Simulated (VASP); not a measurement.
Wanted: the native input for a VASP 6.6.1 run.

* Task: relaxation of cell and atoms
* Functional: PBE
* Potentials or basis: VASP PAW PBE potentials, release 64 (Os, C)
* Cutoff: 600 eV
* k mesh: 4 × 4 × 4
* Occupations: gaussian, width 0.1 eV
* Spin: no spin polarisation
* Dipole correction: no
* Further INCAR settings: ALGO = Normal; EDIFF = 1e-06; IBRION = 2; EDIFFG = -0.04; NSW = 90; ISIF = 3

The structure of Os4C lies in POSCAR:

```
Os4C
1.0
    0.0000000000      4.5868040800      4.5868040800
    4.5868040800      0.0000000000      4.5868040800
    4.5868040800      4.5868040800      0.0000000000
Os C
8 2
Direct
    0.3761259900      0.3761259900      0.3761259900
    0.3761259900      0.3761259900      0.8716220300
    0.3761259900      0.8716220300      0.3761259900
    0.8738740100      0.8738740100      0.3783779700
    0.8738740100      0.8738740100      0.8738740100
    0.8716220300      0.3761259900      0.3761259900
    0.8738740100      0.3783779700      0.8738740100
    0.3783779700      0.8738740100      0.8738740100
    0.0000000000      0.0000000000      0.0000000000
    0.2500000000      0.2500000000      0.2500000000
```

The cell was built from a structure type or drawn by symmetry, and may not be a known phase.

The input as run:

INCAR

```
SYSTEM = Os4C
ALGO = Normal
EDIFF = 1E-6
EDIFFG = -0.04
ENCUT = 600
GGA = PE
IBRION = 2
ISIF = 3
ISMEAR = 0
LASPH = .TRUE.
LCHARG = .FALSE.
LREAL = .FALSE.
LWAVE = .FALSE.
NELM = 60
NSW = 90
PREC = Accurate
SIGMA = 0.1
```

KPOINTS

```
k-points
0
G
  4 4 4
  0 0 0
```

Potentials or basis: VASP PAW PBE potentials, release 64 (Os, C).

Command:

```console
$ cat potpaw_PBE.64/Os/POTCAR potpaw_PBE.64/C/POTCAR > POTCAR
$ mpirun -np 1 vasp_std > vasp.out
```

Results of the run:

| Quantity | Value |
| --- | --- |
| Relaxed volume | 13.67 Å³/atom |
| Relaxed cell | a = 5.782 Å, b = 5.782 Å, c = 5.782 Å, α = 60.00°, β = 60.00°, γ = 60.00° |
| Space group after relaxing (to 0.1 Å) | Fd-3m (No. 227) |
| Pressure after relaxing | 0.0 GPa |
| Largest force after relaxing | 0.003 eV/Å |
| Band gap on the k mesh | zero (bands 36 and 37 overlap by 1.60 eV) |

Caveat: the volume moved by over 15 % at a fixed basis, so the end points are rough; spin-orbit coupling is left out, which moves the levels of the heavy elements.

Wall time 38 min on 1 thread of Intel Xeon 8259CL (shared host), peak memory 0.47 GiB.
